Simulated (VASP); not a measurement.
# La (Im-3m) in VASP: notebook

La is run at these levels: LDA; tasks: single point.

Program: VASP 6.6.1. These are calculated values, not measurements. Logs are shortened: lines on timing, memory, paths and dates and some standing lists are left out, and cuts for length are marked.

## 1. The cell of the first run

Symmetry: Im-3m, No. 229, cubic system. Conventional cell: a = 4.248 Å, b = 4.248 Å, c = 4.248 Å, α = 90.00°, β = 90.00°, γ = 90.00°. Within 4.8 Å of La (site symmetry m-3m) lie 14 La at 3.68 to 4.25 Å.

## 2. Single point, LDA

Contents of INCAR:

```
PREC = Accurate
ENCUT = 520
EDIFF = 1E-6
ISMEAR = 0
SIGMA = 0.1
LREAL = F
LASPH = T
NELM = 60
ALGO = Normal
ISIF = 2
LWAVE = F
LCHARG = F
NBANDS = 12
```

Contents of KPOINTS:

```
regular mesh
0
Gamma
  9 9 9
```

Contents of POSCAR:

```
La
1.0
   -2.1238310700      2.1238310700      2.1238310700
    2.1238310700     -2.1238310700      2.1238310700
    2.1238310700      2.1238310700     -2.1238310700
La
1
Direct
    0.0000000000      0.0000000000      0.0000000000
```

Potentials or basis: VASP PAW LDA potentials, release 64 (La).

The run is started by

```
> cat potpaw_LDA.64/La/POTCAR > POTCAR
> mpirun -np 1 vasp_std > vasp.out
```

OUTCAR:

```text
PREC = Accurate
   ENCUT = 520
   EDIFF = 1E-6
   ISMEAR = 0
   LREAL = F
   LASPH = T
   NELM = 60
   ISIF = 2

 ion  position               nearest neighbor table
   1  0.000  0.000  0.000-

  LATTYP: Found a body centered cubic cell.
 ALAT       =     4.2476621400

  Lattice vectors:

 A1 = (  -2.1238310700,   2.1238310700,   2.1238310700)
 A2 = (   2.1238310700,  -2.1238310700,   2.1238310700)
 A3 = (   2.1238310700,   2.1238310700,  -2.1238310700)

Analysis of symmetry for initial positions (statically):
=====================================================================
 Subroutine PRICEL returns:
 Original cell was already a primitive cell.

 Routine SETGRP: Setting up the symmetry group for a
 body centered cubic supercell.

 Subroutine GETGRP returns: Found 48 space group operations
 (whereof 48 operations were pure point group operations)
 out of a pool of 48 trial point group operations.

The static configuration has the point symmetry O_h .

Analysis of symmetry for dynamics (positions and initial velocities):
=====================================================================
 Subroutine PRICEL returns:
 Original cell was already a primitive cell.

 Routine SETGRP: Setting up the symmetry group for a
 body centered cubic supercell.

 Subroutine GETGRP returns: Found 48 space group operations
 (whereof 48 operations were pure point group operations)
 out of a pool of 48 trial point group operations.

The dynamic configuration has the point symmetry O_h .

 Subroutine INISYM returns: Found 48 space group operations
 (whereof 48 operations are pure point group operations),
 and found     1 'primitive' translations

----------------------------------------------------------------------------------------

                                     Primitive cell

  volume of cell :      38.3195

  direct lattice vectors                    reciprocal lattice vectors
    -2.123831070  2.123831070  2.123831070     0.000000000  0.235423621  0.235423621
     2.123831070 -2.123831070  2.123831070     0.235423621  0.000000000  0.235423621
     2.123831070  2.123831070 -2.123831070     0.235423621  0.235423621  0.000000000

  length of vectors
     3.678583320  3.678583320  3.678583320     0.332939277  0.332939277  0.332939277

  position of ions in fractional coordinates (direct lattice)
     0.000000000  0.000000000  0.000000000

  ion indices of the primitive-cell ions
   primitive index   ion index
                 1           1

----------------------------------------------------------------------------------------

 KPOINTS: regular mesh

Automatic generation of k-mesh.
 Grid dimensions read from file:
 generate k-points for:    9    9    9

 Generating k-lattice:

  Cartesian coordinates                     Fractional coordinates (reciprocal lattice)
     0.000000000  0.026158180  0.026158180     0.111111111  0.000000000  0.000000000
     0.026158180  0.000000000  0.026158180     0.000000000  0.111111111  0.000000000
     0.026158180  0.026158180  0.000000000     0.000000000  0.000000000  0.111111111

  Length of vectors
     0.036993253  0.036993253  0.036993253

  Shift w.r.t. Gamma in fractional coordinates (k-lattice)
     0.000000000  0.000000000  0.000000000

 Subroutine IBZKPT returns following result:
 ===========================================

 Found     35 irreducible k-points:

 Following reciprocal coordinates:
            Coordinates               Weight
  0.000000  0.000000  0.000000      1.000000
  0.111111  0.000000  0.000000     12.000000
  0.222222  0.000000  0.000000     12.000000
  0.333333  0.000000  0.000000     12.000000
  0.444444  0.000000  0.000000     12.000000
  0.111111  0.111111  0.000000     24.000000
[... 16 lines left out ...]
 -0.333333  0.444444  0.111111     48.000000
 -0.444444 -0.444444  0.111111     24.000000
 [... further k-points ...]
   k-points           NKPTS =     35   k-points in BZ     NKDIM =     35   number of bands    NBANDS=     12
   number of dos      NEDOS =    301   number of ions     NIONS =      1
   total plane-waves  NPLWV =  21952
   dimension x,y,z NGX =    28 NGY =   28 NGZ =   28
   dimension x,y,z NGXF=    56 NGYF=   56 NGZF=   56
   ions per type =               1
   NGX,Y,Z   is equivalent  to a cutoff of  12.65, 12.65, 12.65 a.u.
   NGXF,Y,Z  is equivalent  to a cutoff of  25.31, 25.31, 25.31 a.u.
 SYSTEM =  unknown system
   PREC   = accura    normal or accurate (medium, high low for compatibility)
   ISTART =      0    job   : 0-new  1-cont  2-samecut
   ICHARG =      2    charge: 1-file 2-atom 10-const
   ISPIN  =      1    spin polarized calculation?
   LNONCOLLINEAR =      F non collinear calculations
   LSORBIT =      F    spin-orbit coupling
   LASPH  =      T    aspherical Exc in radial PAW
   ENCUT  =  520.0 eV  38.22 Ry    6.18 a.u.   6.84  6.84  6.84*2*pi/ulx,y,z
   NELM   =     60;   NELMIN=  2; NELMDL= -5     # of ELM steps
   EDIFF  = 0.1E-05   stopping-criterion for ELM
   LREAL  =      F    real-space projection
   EDIFFG = 0.1E-04   stopping-criterion for IOM
   NSW    =      0    number of steps for IOM
   IBRION =     -1    ionic relax: 0-MD 1-quasi-New 2-CG
   NFREE  =      0    steps in history (QN), initial steepest desc. (CG)
   ISIF   =      2    stress and relaxation
   ISYM   =      2    0-nonsym 1-usesym 2-fastsym
   POTIM  = 0.5000    time-step for ionic-motion
   TEBEG  =    0.0;   TEEND  =   0.0 temperature during run
   PSTRESS=    0.0 pullay stress
   NELECT =      11.0000    total number of electrons
   NUPDOWN=      -1.0000    fix difference up-down
   EMIN   =  10.00;   EMAX   =-10.00  energy-range for DOS
   EFERMI =   0.00;   METHOD = LEGACY
   ISMEAR =     0;   SIGMA  =   0.10  broadening in eV -4-tet -1-fermi 0-gaus
   EFERMI_NEDOS =   21; number of points for ismear=-14 and -15
   IALGO  =     38    algorithm
   IMIX   =      4    mixing-type and parameters
     AMIX     =   0.40;   BMIX     =  1.00
     AMIX_MAG =   1.60;   BMIX_MAG =  1.00
  volume/ion in A,a.u.               =      38.32       258.59
  Fermi-wavevector in a.u.,A,eV,Ry     =   1.079939  2.040788 15.868033  1.166268
  Thomas-Fermi vector in A             =   2.215917
   LORBIT       =      0    0 simple, 1 ext, 2 COOP (PROOUT), +10 PAW based schemes
   GGA     = CA    functional components
   LHFCALC =     F    Hartree Fock is set to
   AEXX    =    0.0000 exact exchange contribution
   IVDW    =     0    specifies the selected vdW correction
   LEPSILON=     F    determine dielectric tensor
   LRPA    =     F    only Hartree local field effects (RPA)
 non-spin polarized calculation
 Gauss-broadening in eV      SIGMA  =   0.10
  energy-cutoff  :      520.00
  volume of cell :       38.32
 maximum number of plane-waves:      1055
   NGX = 13   NGY = 13   NGZ = 13

 number of electron      10.9999999 magnetization

 Free energy of the ion-electron system (eV)
  ---------------------------------------------------
  ext. energy  EPLUGINS =         0.00000000
  ---------------------------------------------------
  free energy    TOTEN  =        -5.37524685 eV

  energy without entropy =       -5.35672474  energy(sigma->0) =       -5.36598579

 E-fermi :   7.3562     XC(G=0):  -9.6393

 val. band max:        7.3189689820   @ k =   0.3333   0.1111   0.0000
 cond. band min:       7.3671482702   @ k =   0.3333   0.2222  -0.0000
 fundamental gap:      0.0481792882
 Fermi energy:         7.3561561155

 k-point     1 :       0.0000    0.0000    0.0000
  band No.  band energies     occupation
      1     -25.4570      2.00000
      2      -8.4898      2.00000
      3      -8.4898      2.00000
      4      -8.4898      2.00000
      5       4.1432      2.00000
      6       8.6533      0.00000
      7       8.6533      0.00000
      8       8.6533      0.00000
      9       8.7850      0.00000
     10       8.7850      0.00000
     11       8.7851      0.00000
     12       9.3132      0.00000

 k-point     2 :       0.1111    0.0000    0.0000
  band No.  band energies     occupation
      1     -25.4356      2.00000
      2      -8.6580      2.00000
      3      -8.5394      2.00000
      4      -8.4917      2.00000
      5       4.5102      2.00000
      6       8.2832      0.00000
      7       8.3017      0.00000
      8       8.6460      0.00000
      9       8.8395      0.00000
     10       8.9864      0.00000
     11       8.9874      0.00000
     12       9.2854      0.00000

 k-point     3 :       0.2222    0.0000    0.0000
  band No.  band energies     occupation
      1     -25.3808      2.00000
      2      -9.0585      2.00000
      3      -8.6619      2.00000
      4      -8.4967      2.00000
      5       5.3281      2.00000
      6       7.8289      0.00000
      7       7.9134      0.00000
      8       8.6374      0.00000
      9       8.8974      0.00000
     10       9.0302      0.00000
     11       9.1182      0.00000
     12       9.2435      0.00000
[... 286 lines left out ...]
 k-point    23 :      -0.3333    0.4444    0.1111
  band No.  band energies     occupation
      1     -25.2572      2.00000
      2      -9.5471      2.00000
      3      -9.0320      2.00000
      4      -8.6976      2.00000
      5       6.4249      2.00000
      6       7.3112      1.47502
      7       8.0337      0.00000
      8       8.6225      0.00000
      9       8.8664      0.00000
     10       9.0343      0.00000
     11       9.2149      0.00000
     12       9.2780      0.00000

 k-point    24 :      -0.4444   -0.4444    0.1111
  band No.  band energies     occupation
      1     -25.2375      2.00000
      2      -9.6386      2.00000
      3      -9.0962      2.00000
      4      -8.6971      2.00000
      5       6.2990      2.00000
      6       7.5664      0.00295
      7       7.9094      0.00000
      8       8.5384      0.00000
      9       8.9162      0.00000
     10       9.0990      0.00000
     11       9.2469      0.00000
     12       9.2892      0.00000

 [... further k-points ...]
[... 5 lines left out ...]
  --------------------------------------------------------------------------------------
  -------------------------------------------------------------------------------------
  Total       -0.9338810     -0.9338810     -0.9338810      0.0000000     -0.0000000      0.0000000
  in kB      -39.0465086    -39.0465086    -39.0465086      0.0000000     -0.0000000      0.0000000
  external PRESSURE =     -39.0465086 kB  Pullay stress =       0.0000000 kB

 VOLUME and BASIS-vectors are now :
 -----------------------------------------------------------------------------
  energy-cutoff  :      520.00
  volume of cell :       38.32
      direct lattice vectors                 reciprocal lattice vectors
    -2.123831070  2.123831070  2.123831070     0.000000000  0.235423621  0.235423621
     2.123831070 -2.123831070  2.123831070     0.235423621  0.000000000  0.235423621
     2.123831070  2.123831070 -2.123831070     0.235423621  0.235423621  0.000000000

 POSITION                                       TOTAL-FORCE (eV/Angst)
 -----------------------------------------------------------------------------------
      0.00000      0.00000      0.00000        -0.000000     -0.000000     -0.000000
 -----------------------------------------------------------------------------------
    total drift:                                0.000000      0.000000      0.000000

  FREE ENERGIE OF THE ION-ELECTRON SYSTEM (eV)
  ---------------------------------------------------
  free  energy   TOTEN  =        -5.3752468485 eV

  energy  without entropy=       -5.3567247357  energy(sigma->0) =       -5.36598579
```

Wall time 9 s (1 thread of Intel Xeon Platinum 8488C (Sapphire Rapids), shared host); peak memory 0.16 GiB.

What came out:

```
Free energy : -5.3752 eV
Pressure    : -3.9 GPa
```

Caveat: spin-orbit coupling is left out, which moves the levels of the heavy elements.

(Continued in part 2 of 2.)
